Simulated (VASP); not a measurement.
The system is Ge.

```
Ge
1.0
     3.00765    0.00000    0.00000
    -1.50383    2.60470    0.00000
     0.00000    0.00000    4.91150
Ge
2
Cartesian
  0.0000 1.7365 1.2279
  1.5038 0.8682 3.6836
```

| Property | Result |
| --- | --- |
| Program | VASP 6.6.1 |
| Task | relaxation of cell and atoms |
| Functional | revPBE |
| Potentials or basis | VASP PAW PBE potentials, release 64 (Ge_d) |
| Cutoff | 600 eV |
| k mesh | 12 × 12 × 7 |
| Occupations | fermi-dirac, width 0.1 eV |
| Spin | no spin polarisation |

At the start: pressure 1.4 GPa; volume 19.24 Å³/atom.

Where does the relaxation end?

Over 7 steps the energy falls by 9.9 meV/atom and the volume is 19.73 Å³/atom (+2.5 %); space group P6_3/mmc (No. 194, to 0.05 Å).

Step by step:
| step | energy change (eV) | largest force (eV/Å) | pressure (GPa) | volume (Å³) |
| --- | --- | --- | --- | --- |
| 1 | 0.0000 | 0.0000 | 1.43 | 38.48 |
| 2 | -0.0110 | 0.0000 | -0.06 | 39.44 |
| 3 | -0.0129 | 0.0000 | -1.04 | 40.12 |
| 4 | -0.0185 | 0.0000 | -0.83 | 40.00 |
| 5 | -0.0185 | 0.0000 | -0.82 | 39.99 |
| 6 | -0.0198 | 0.0000 | 0.20 | 39.32 |
| 7 | -0.0199 | 0.0000 | 0.03 | 39.45 |

Final structure:
```
Ge
1.0
     3.08672    0.00000    0.00000
    -1.54336    2.67318    0.00000
     0.00000    0.00000    4.78139
Ge
2
Direct
  0.33333 0.66667 0.25000
  0.66667 0.33333 0.75000
```

Caveat: the PAW data sets were made with another functional, which shifts forces and pressure a little.
